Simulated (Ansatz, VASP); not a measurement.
GaAs in VASP and in Ansatz

```xyz
6
Lattice="3.9620 0.0000 0.0000 0.0000 5.6030 0.0000 0.0000 0.0000 19.9620" Properties=species:S:1:pos:R:3 pbc="T T T"
Ga    0.9905    0.4907    8.3737
Ga    2.9715    3.7689    9.9809
Ga    0.9905    0.4907   11.5885
As    2.9715    4.8730    7.7653
As    0.9905    2.3128    9.9811
As    2.9715    4.8730   12.1966
```

Alike in both runs: functional LDA; k mesh 7 × 5 × 1; occupations fermi-dirac, width 0.02 eV; no spin polarisation.

Ansatz relaxed the structure, and its values are those at the end. VASP's run is a single point on that final structure, the one shown.

|  | VASP | Ansatz |
| --- | --- | --- |
| version | VASP 6.6.1 | Ansatz 0.2.0 |
| potentials or method | VASP PAW LDA potentials, release 64 (Ga_d, As) | PAW with Ansatz's default frozen-core files, scalar-relativistic |
| plane-wave cutoff (eV) | 520 | 420 |
| valence electrons in the cell | 54 | 84 |

|  | VASP | Ansatz | Ansatz less VASP |
| --- | --- | --- | --- |
| rms of the force components (eV/Å) | 0.017 | 0.000 | -0.0171 |

LDA's correlation is that of Perdew and Zunger in VASP and of Perdew and Wang (1992) in Ansatz. VASP's potentials hold 54 valence electrons a cell and Ansatz's 84, so a difference there can come from the potentials and not from the codes. Ansatz's warnings: stress scf threshold loose.
